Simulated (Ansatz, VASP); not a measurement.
## KBr: VASP beside Ansatz

File INCAR:

```
PREC = Accurate
ENCUT = 520
EDIFF = 1E-6
ISMEAR = 0
SIGMA = 0.05
LREAL = F
LASPH = T
NELM = 60
ALGO = Normal
ISIF = 2
LWAVE = F
LCHARG = F
GGA = PE
NBANDS = 15
```

File KPOINTS:

```
Automatic mesh
0
Gamma
  10 10 10
```

POSCAR

```
KBr
1.0
    0.0000000000      3.3083177322      3.3083177322
    3.3083177322      0.0000000000      3.3083177322
    3.3083177322      3.3083177322      0.0000000000
K Br
1 1
Direct
    0.0000000000      0.0000000000      0.0000000000
    0.5000000000      0.5000000000      0.5000000000
```

Input for Ansatz:

```yaml
crystal:
  lattice:
    - [0.0, 3.3083177323, 3.3083177323]
    - [3.3083177323, 0.0, 3.3083177323]
    - [3.3083177323, 3.3083177323, 0.0]
  atoms:
    - { symbol: K, position: [0.0, 0.0, 0.0] }
    - { symbol: Br, position: [0.5, 0.5, 0.5] }
basis:
  ecutwfc: 420
  ecutrho_ratio: 4
kpoints:
  mp_grid: { grid: [10, 10, 10] }
hamiltonian:
  xc: pbe
scf:
  occupations: { method: gaussian, width: 0.05 }
output:
  forces: true
  stress: true
  eigenvalues: true
```

Alike in both runs: task single point; functional PBE; k mesh 10 × 10 × 10; occupations gaussian, width 0.05 eV; no spin polarisation.

|  | VASP | Ansatz |
| --- | --- | --- |
| version | VASP 6.6.1 | Ansatz 0.2.0 |
| potentials or method | VASP PAW PBE potentials, release 64 (K_sv, Br), cutoff 520 eV | scalar-relativistic, plane waves, PAW |
| valence electrons in the cell | 16 | 16 |

VASP gave:

| Quantity | Value |
| --- | --- |
| gap on the k mesh at the Fermi level (eV) | 4.41 |
| least direct gap on the mesh (eV) | 4.41 |
| pressure (GPa) | 0.6 |

Question: Estimate Ansatz's values.

Answer: gap on the k mesh at the Fermi level (eV): 4.42; least direct gap on the mesh (eV): 4.42; pressure (GPa): 0.6.

The functional is the same, so the differences come from potentials, cutoffs and numerics.
